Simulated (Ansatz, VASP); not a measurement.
One calculation of Ru, two programs

INCAR

```
PREC = Accurate
ENCUT = 520
EDIFF = 1E-7
ISMEAR = -1
SIGMA = 0.05
LREAL = F
LASPH = T
NELM = 100
ALGO = Normal
ISIF = 2
LWAVE = F
LCHARG = F
GGA = PE
NBANDS = 21
```

KPOINTS

```
Automatic mesh
0
Gamma
  12 12 7
```

The input POSCAR:

```
Ru
1.0
    2.7414067149      0.0000000000      0.0000000000
   -1.3707033574      2.3741283257      0.0000000000
    0.0000000000      0.0000000000      4.3382472512
Ru
2
Direct
    0.3333333333      0.6666666667      0.2500000000
    0.6666666667      0.3333333333      0.7500000000
```

Input for Ansatz:

```yaml
crystal:
  lattice:
    - [2.7414067148566357, 0.0, 0.0]
    - [-1.3707033574283178, 2.374128325696591, 0.0]
    - [0.0, 0.0, 4.338247251217617]
  atoms:
    - { symbol: Ru, position: [0.3333333333333333, 0.6666666666666666, 0.25] }
    - { symbol: Ru, position: [0.6666666666666666, 0.3333333333333333, 0.75] }
basis:
  ecutwfc: 500.0
kpoints:
  mp_grid:
    grid: [12, 12, 7]
hamiltonian:
  xc: pbe
  pseudopotentials:
    kind: paw
scf:
  occupations:
    method: fermi_dirac
    width: 0.05
output:
  stress: true
```

Alike in both runs: task single point; functional PBE; k mesh 12 × 12 × 7; occupations fermi-dirac, width 0.05 eV; no spin polarisation.

|  | VASP | Ansatz |
| --- | --- | --- |
| version | VASP 6.6.1 | Ansatz 0.2.0 |
| potentials or method | VASP PAW PBE potentials, release 64 (Ru_pv), cutoff 520 eV | plane waves, PAW |
| valence electrons in the cell | 28 | 32 |

|  | VASP | Ansatz | Ansatz less VASP |
| --- | --- | --- | --- |
| pressure (GPa) | -7.6 | -7.5 | +0.09 |
| traceless stress, the component that is largest in VASP (GPa) | -0.35 | -0.36 | -0.015 |

VASP's potentials hold 28 valence electrons a cell and Ansatz's 32, so a difference there can come from the potentials and not from the codes.
